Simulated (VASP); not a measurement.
Input of a VASP 6.6.1 run:

The input INCAR:

```
PREC = Accurate ; ENCUT = 600
EDIFF = 1E-6 ; ISMEAR = -1
SIGMA = 0.05 ; LREAL = F
LASPH = T ; NELM = 80
ALGO = Normal ; ISIF = 3
LWAVE = F ; LCHARG = F
GGA = PS ; IBRION = 2
NSW = 80 ; EDIFFG = -0.005
PSTRESS = 50.0
```

KPOINTS

```
Automatic mesh
0
Gamma
  7 7 7
```

Contents of POSCAR:

```
K
1.0
   -2.6975585167      2.6975585167      2.6975585167
    2.6975585167     -2.6975585167      2.6975585167
    2.6975585167      2.6975585167     -2.6975585167
K
1
Direct
    0.0000000000      0.0000000000      0.0000000000
```

Potentials or basis: VASP PAW PBE potentials, release 64 (K_sv).

The run is started by

```bash
$ cat potpaw_PBE.64/K_sv/POTCAR > POTCAR
$ mpirun -np 1 vasp_std > vasp.out
```

Predict the relaxed cell.

a = 3.801 Å, b = 3.801 Å, c = 3.801 Å, α = 109.47°, β = 109.47°, γ = 109.47°.

Estimate the relaxed volume.

42.29 Å³/atom.

What does it give for the space group after relaxing (to 0.05 Å)?

Im-3m (No. 229).

Final structure:
```
K
1.0
    -2.19472    2.19472    2.19472
     2.19472   -2.19472    2.19472
     2.19472    2.19472   -2.19472
K
1
Direct
  0.00000 0.00000 0.00000
```

Caveat: the cell is relaxed towards a set pressure, so the enthalpy falls and the energy may rise; the volume moved by over 15 % at a fixed basis, so the end points are rough; the PAW data sets were made with another functional, which shifts forces and pressure a little.
